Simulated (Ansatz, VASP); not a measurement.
## SnO2: VASP beside Ansatz

File INCAR:

```
ALGO = Normal ; EDIFF = 1E-7
ENCUT = 520 ; GGA = CA
ISIF = 2 ; ISMEAR = 0
LASPH = True ; LCHARG = False
LREAL = False ; LWAVE = False
NBANDS = 20 ; NELM = 100
PREC = Accurate ; SIGMA = 0.05
```

Contents of KPOINTS:

```
k-points
0
Gamma
  12 12 12
```

The input POSCAR:

```
SnO2
1.0
    1.7071121059      0.9856016339      4.3076538790
   -1.7071121059      0.9856016339      4.3076538790
    0.0000000000     -1.9712032677      4.3076538790
Sn O
1 2
Direct
    0.5000000000      0.5000000000      0.5000000000
    0.2371700000      0.2371700000      0.2371700000
    0.7628300000      0.7628300000      0.7628300000
```

Input for Ansatz:

```yaml
crystal:
  lattice:
    - [1.7071121059, 0.9856016339, 4.307653879]
    - [-1.7071121059, 0.9856016339, 4.307653879]
    - [0.0, -1.9712032677, 4.307653879]
  atoms:
    - { symbol: Sn, position: [0.5, 0.5, 0.5] }
    - { symbol: O, position: [0.23717, 0.23717, 0.23717] }
    - { symbol: O, position: [0.76283, 0.76283, 0.76283] }
basis:
  ecutwfc: 420
kpoints:
  mp_grid: { grid: [12, 12, 12] }
hamiltonian:
  xc: lda
scf:
  occupations: { method: gaussian, width: 0.05 }
output:
  forces: true
  stress: true
  eigenvalues: true
```

Alike in both runs: task single point; functional LDA; k mesh 12 × 12 × 12; occupations gaussian, width 0.05 eV; no spin polarisation.

|  | VASP | Ansatz |
| --- | --- | --- |
| version | VASP 6.6.1 | Ansatz 0.2.0 |
| potentials or method | VASP PAW LDA potentials, release 64 (Sn_d, O), cutoff 520 eV | scalar-relativistic, plane waves, PAW |
| valence electrons in the cell | 26 | 26 |

|  | VASP | Ansatz | Ansatz less VASP |
| --- | --- | --- | --- |
| gap on the k mesh at the Fermi level (eV) | 0.60 | 0.60 | -0.006 |
| least direct gap on the mesh (eV) | 0.66 | 0.65 | -0.009 |
| pressure (GPa) | -17.0 | -17.6 | -0.51 |
| traceless stress, the component that is largest in VASP (GPa) | 10.60 | 11.09 | +0.481 |
| rms of the force components (eV/Å) | 0.119 | 0.137 | +0.0183 |

LDA's correlation is that of Perdew and Zunger in VASP and of Perdew and Wang (1992) in Ansatz. Atom by atom the forces differ by 0.018 eV/Å (rms over components).
